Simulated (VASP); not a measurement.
# Zr (I4/mmm) in VASP: a series of runs

The runs below take Zr through electric field gradients, with LDA.

Program: VASP 6.6.1. These are calculated values, not measurements. Logs are shortened: lines on timing, memory, paths and dates and some standing lists are left out, and cuts for length are marked.

**1. The cell of the first run**

It takes space group I4/mmm (No. 139, tetragonal). The conventional cell has a = 3.584 Å, b = 3.584 Å, c = 3.620 Å, α = 90.00°, β = 90.00°, γ = 90.00°. Zr (site symmetry 4/mmm) has 14 Zr at 3.11 to 3.62 Å within 4.1 Å.

This isn't the form of Zr at room conditions, which is hcp.

**2. Electric field gradients, LDA (equal xx and yy strain of -1 %)**

Contents of INCAR:

```
  PREC = Accurate
  ENCUT = 520
  EDIFF = 1E-8
  ISMEAR = -1
  SIGMA = 0.03
  LREAL = False
  LASPH = True
  NELM = 100
  ALGO = Normal
  ISIF = 2
  LWAVE = False
  LCHARG = False
  LEFG = True
  NBANDS = 12
```

Contents of KPOINTS:

```
Automatic mesh
0
Gamma
  16 16 16
```

Contents of POSCAR:

```
Zr
1.0
   -1.7919000000      1.7919000000      1.8100000000
    1.7919000000     -1.7919000000      1.8100000000
    1.7919000000      1.7919000000     -1.8100000000
Zr
1
Direct
    0.0000000000      0.0000000000      0.0000000000
```

Potentials or basis: VASP PAW LDA potentials, release 64 (Zr_sv).

Started as:

```bash
> cat potpaw_LDA.64/Zr_sv/POTCAR > POTCAR
> mpirun -np 1 vasp_std > vasp.out
```

OUTCAR:

```text
PREC = Accurate
   ENCUT = 520
   EDIFF = 1E-8
   ISMEAR = -1
   LREAL = False
   LASPH = True
   NELM = 100
   ISIF = 2

 ion  position               nearest neighbor table
   1  0.000  0.000  0.000-

  LATTYP: Found a body centered tetragonal cell.
 ALAT       =     3.5838000000
 C/A-ratio  =     1.0101010101

  Lattice vectors:

 A1 = (  -1.7919000000,   1.7919000000,   1.8100000000)
 A2 = (   1.7919000000,  -1.7919000000,   1.8100000000)
 A3 = (   1.7919000000,   1.7919000000,  -1.8100000000)

Analysis of symmetry for initial positions (statically):
=====================================================================
 Subroutine PRICEL returns:
 Original cell was already a primitive cell.

 Routine SETGRP: Setting up the symmetry group for a
 body centered tetragonal supercell.

 Subroutine GETGRP returns: Found 16 space group operations
 (whereof 16 operations were pure point group operations)
 out of a pool of 16 trial point group operations.

The static configuration has the point symmetry D_4h.

Analysis of symmetry for dynamics (positions and initial velocities):
=====================================================================
 Subroutine PRICEL returns:
 Original cell was already a primitive cell.

 Routine SETGRP: Setting up the symmetry group for a
 body centered tetragonal supercell.

 Subroutine GETGRP returns: Found 16 space group operations
 (whereof 16 operations were pure point group operations)
 out of a pool of 16 trial point group operations.

The dynamic configuration has the point symmetry D_4h.

 Subroutine INISYM returns: Found 16 space group operations
 (whereof 16 operations are pure point group operations),
 and found     1 'primitive' translations

----------------------------------------------------------------------------------------

                                     Primitive cell

  volume of cell :      23.2470

  direct lattice vectors                    reciprocal lattice vectors
    -1.791900000  1.791900000  1.810000000     0.000000000  0.279033428  0.276243094
     1.791900000 -1.791900000  1.810000000     0.279033428  0.000000000  0.276243094
     1.791900000  1.791900000 -1.810000000     0.279033428  0.279033428  0.000000000

  length of vectors
[... 124 lines left out ...]

  energy without entropy =       -9.18705214  energy(sigma->0) =       -9.19006308

 E-fermi :   8.5250     XC(G=0): -11.2957

 val. band max:        8.5204995433   @ k =   0.1250   0.1250   0.0625
 cond. band min:       8.5266402446   @ k =   0.3125   0.3125   0.1875
 fundamental gap:      0.0061407013
 Fermi energy:         8.5250466356

 k-point     1 :       0.0000    0.0000    0.0000
  band No.  band energies     occupation
      1     -39.6866      2.00000
      2     -17.3324      2.00000
      3     -17.3324      2.00000
      4     -17.3318      2.00000
      5       3.1797      2.00000
      6       9.5772      0.00000
      7       9.5772      0.00000
      8       9.6734      0.00000
      9      12.0331      0.00000
     10      12.1651      0.00000
     11      20.8638      0.00000
     12      21.0138      0.00000
[... 331 lines left out ...]
 k-point    24 :      -0.0625    0.0625    0.0000
  band No.  band energies     occupation
      1     -39.6807      2.00000
      2     -17.3727      2.00000
      3     -17.3444      2.00000
      4     -17.3329      2.00000
      5       3.3149      2.00000
      6       9.4861      0.00000
      7       9.6427      0.00000
      8       9.7074      0.00000
      9      12.0248      0.00000
     10      12.0354      0.00000
     11      21.1081      0.00000
     12      21.1313      0.00000

 [... further k-points ...]

------------------------ aborting loop because EDIFF is reached ----------------------------------------

  FORCE on cell =-STRESS in cart. coord.  units (eV):
  Direction    XX          YY          ZZ          XY          YZ          ZX
  --------------------------------------------------------------------------------------
  -------------------------------------------------------------------------------------
  Total       -1.1867165     -1.1867165     -1.1549115      0.0000000      0.0000000      0.0000000
  in kB      -81.7883518    -81.7883518    -79.5963538      0.0000000      0.0000000      0.0000000
  external PRESSURE =     -81.0576858 kB  Pullay stress =       0.0000000 kB

 VOLUME and BASIS-vectors are now :
 -----------------------------------------------------------------------------
  energy-cutoff  :      520.00
  volume of cell :       23.25
      direct lattice vectors                 reciprocal lattice vectors
    -1.791900000  1.791900000  1.810000000     0.000000000  0.279033428  0.276243094
     1.791900000 -1.791900000  1.810000000     0.279033428  0.000000000  0.276243094
     1.791900000  1.791900000 -1.810000000     0.279033428  0.279033428  0.000000000

 POSITION                                       TOTAL-FORCE (eV/Angst)
 -----------------------------------------------------------------------------------
      0.00000      0.00000      0.00000         0.000000     -0.000000      0.000000
 -----------------------------------------------------------------------------------
    total drift:                                0.000000      0.000000      0.000000

  FREE ENERGIE OF THE ION-ELECTRON SYSTEM (eV)
  ---------------------------------------------------
  free  energy   TOTEN  =        -9.1930740190 eV

  energy  without entropy=       -9.1870521414  energy(sigma->0) =       -9.19006308

 Electric field gradients (V/A^2)
---------------------------------------------------------------------
 ion       V_xx      V_yy      V_zz      V_xy      V_xz      V_yz
---------------------------------------------------------------------
   1       0.349     0.349    -0.698    -0.000    -0.000    -0.000
---------------------------------------------------------------------

 Electric field gradients after diagonalization (V/A^2)
 (convention: |V_zz| > |V_xx| > |V_yy|)
----------------------------------------------------------------------
 ion       V_xx      V_yy      V_zz     asymmetry (V_yy - V_xx)/ V_zz
----------------------------------------------------------------------
   1       0.349     0.349    -0.698       0.000
----------------------------------------------------------------------

           NMR quadrupolar parameters

 Cq : quadrupolar parameter    Cq=e*Q*V_zz/h
 eta: asymmetry parameters     (V_yy - V_xx)/ V_zz
 Q  : nuclear electric quadrupole moment in mb (millibarn)
----------------------------------------------------------------------
 ion       Cq(MHz)       eta       Q (mb)
----------------------------------------------------------------------
   1      -0.002       0.000       1.000
----------------------------------------------------------------------
```

OSZICAR:

```text
N       E                     dE             d eps       ncg     rms          rms(c)
DAV:   1     0.861206163415E+02    0.86121E+02   -0.69029E+03  8392   0.998E+02
DAV:   2    -0.646991157695E+01   -0.92591E+02   -0.90120E+02  9680   0.271E+02
DAV:   3    -0.948257256890E+01   -0.30127E+01   -0.29589E+01 12424   0.412E+01
DAV:   4    -0.955426677181E+01   -0.71694E-01   -0.71631E-01  9724   0.596E+00
DAV:   5    -0.955589574363E+01   -0.16290E-02   -0.16289E-02 12064   0.660E-01    0.103E+01
DAV:   6    -0.924863744690E+01    0.30726E+00   -0.38938E-01  9156   0.552E+00    0.405E+00
DAV:   7    -0.919196993676E+01    0.56668E-01   -0.17521E-01 10384   0.344E+00    0.627E-01
DAV:   8    -0.919306581360E+01   -0.10959E-02   -0.93987E-03  9812   0.111E+00    0.984E-02
DAV:   9    -0.919308040499E+01   -0.14591E-04   -0.29529E-04 10856   0.161E-01    0.184E-02
DAV:  10    -0.919307398961E+01    0.64154E-05   -0.18330E-05  9648   0.431E-02    0.112E-02
DAV:  11    -0.919307404152E+01   -0.51913E-07   -0.13553E-06  9732   0.113E-02    0.123E-03
DAV:  12    -0.919307401974E+01    0.21786E-07   -0.61908E-08 11608   0.229E-03    0.728E-04
DAV:  13    -0.919307401897E+01    0.77375E-09   -0.48598E-09  5580   0.662E-04
   1 F= -.91930740E+01 E0= -.91900631E+01  d E =-.602188E-02
```

stdout:

```text
POSCAR found type information on POSCAR Zr
 POSCAR found :  1 types and       1 ions
 scaLAPACK will be used
 LDA part: xc-table for (Slater(with rela. corr.)+CA(PZ))
 , standard interpolation
 POSCAR, INCAR and KPOINTS ok, starting setup
 FFT: planning ... GRIDC
 FFT: planning ... GRID_SOFT
 FFT: planning ... GRID
 WAVECAR not read
 entering main loop
ion   1
```

It took 1.7 min on 1 thread of Intel Xeon 8259CL, shared host; peak memory 0.2 GiB.

What came out:

* Free energy: -9.1931 eV
* Pressure: -8.1 GPa
* Band gap on the k mesh: zero (bands 6 and 7 overlap by 1.77 eV)
* Largest electric field gradient by atom: Zr -0.7 V/Å²

Electric field gradients, principal values (V/Å²):
```
atom  least  middle  greatest (by size)
1 Zr  0.349   0.349              -0.698
```

Caveat: the cell differs from its parent crystal (equal xx and yy strain of -1 %); the cell stands under tension; without QUAD_EFG the Cq values of the log hold for a quadrupole moment of 1 mb, not for the nuclei.

**3. Electric field gradients, LDA (equal xx and yy strain of -1 %)**

Contents of INCAR:

```
SYSTEM = Zr
PREC     = Accurate       ! precision mode
ENCUT    = 520            ! plane-wave cutoff, eV
EDIFF    = 1E-8           ! SCF threshold, eV
ISMEAR   = -1             ! smearing method
SIGMA    = 0.03           ! smearing width, eV
LREAL    = .False.        ! projectors in reciprocal space
LASPH    = .True.         ! aspherical terms in the spheres
NELM     = 80             ! most SCF steps
ALGO     = Normal         ! electronic algorithm
ISIF     = 2              ! what is computed and relaxed
LWAVE    = .False.        ! write WAVECAR
LCHARG   = .False.        ! write CHGCAR
GGA      = CA             ! functional
LEFG     = .True.       
NBANDS   = 12             ! bands
```

Contents of KPOINTS:

```
Automatic mesh
0
Gamma
  16 16 16
  0 0 0
```

POSCAR is that of step 2.

Potentials or basis: VASP PAW LDA potentials, release 64 (Zr_sv).

Started as:

```bash
> cat potpaw_LDA.64/Zr_sv/POTCAR > POTCAR
> mpirun -np 1 vasp_std > vasp.out
```

OUTCAR:

```text
SYSTEM = Zr
   PREC = Accurate
   ENCUT = 520
   EDIFF = 1E-8
   ISMEAR = -1
   LREAL = .False.
   LASPH = .True.
   NELM = 80
   ISIF = 2
   GGA = CA

 ion  position               nearest neighbor table
   1  0.000  0.000  0.000-

  LATTYP: Found a body centered tetragonal cell.
 ALAT       =     3.5838000000
 C/A-ratio  =     1.0101010101

  Lattice vectors:

 A1 = (  -1.7919000000,   1.7919000000,   1.8100000000)
 A2 = (   1.7919000000,  -1.7919000000,   1.8100000000)
 A3 = (   1.7919000000,   1.7919000000,  -1.8100000000)

Analysis of symmetry for initial positions (statically):
[... 562 lines left out ...]
    total drift:                                0.000000      0.000000      0.000000

  FREE ENERGIE OF THE ION-ELECTRON SYSTEM (eV)
  ---------------------------------------------------
  free  energy   TOTEN  =        -9.1930740190 eV

  energy  without entropy=       -9.1870521414  energy(sigma->0) =       -9.19006308

 Electric field gradients (V/A^2)
---------------------------------------------------------------------
 ion       V_xx      V_yy      V_zz      V_xy      V_xz      V_yz
---------------------------------------------------------------------
   1       0.349     0.349    -0.698    -0.000    -0.000    -0.000
---------------------------------------------------------------------

 Electric field gradients after diagonalization (V/A^2)
 (convention: |V_zz| > |V_xx| > |V_yy|)
----------------------------------------------------------------------
 ion       V_xx      V_yy      V_zz     asymmetry (V_yy - V_xx)/ V_zz
----------------------------------------------------------------------
   1       0.349     0.349    -0.698       0.000
----------------------------------------------------------------------

           NMR quadrupolar parameters

 Cq : quadrupolar parameter    Cq=e*Q*V_zz/h
 eta: asymmetry parameters     (V_yy - V_xx)/ V_zz
 Q  : nuclear electric quadrupole moment in mb (millibarn)
----------------------------------------------------------------------
 ion       Cq(MHz)       eta       Q (mb)
----------------------------------------------------------------------
   1      -0.002       0.000       1.000
----------------------------------------------------------------------
```

stdout:

```text
POSCAR found type information on POSCAR Zr
 POSCAR found :  1 types and       1 ions
 scaLAPACK will be used
 LDA part: xc-table for (Slater(with rela. corr.)+CA(PZ))
 , standard interpolation
 POSCAR, INCAR and KPOINTS ok, starting setup
 FFT: planning ... GRIDC
 FFT: planning ... GRID_SOFT
 FFT: planning ... GRID
 WAVECAR not read
 entering main loop
ion   1
```

It took 1.7 min on 1 thread of Intel Xeon 8259CL, shared host; peak memory 0.2 GiB.

Results:

```
Free energy                             : -9.1931 eV
Pressure                                : -8.1 GPa
Band gap on the k mesh                  : zero (bands 6 and 7 overlap by 1.77 eV)
Largest electric field gradient by atom : Zr -0.7 V/Å²
```

Stress tensor (GPa, compression positive):
```
-8.18  0.00  0.00
 0.00 -8.18  0.00
 0.00  0.00 -7.96
```

Electric field gradients, principal values (V/Å²):
```csv
atom,least,middle,greatest (by size)
1 Zr,0.349,0.349,-0.698
```

Caveat: the cell differs from its parent crystal (equal xx and yy strain of -1 %); the cell stands under tension; without QUAD_EFG the Cq values of the log hold for a quadrupole moment of 1 mb, not for the nuclei.
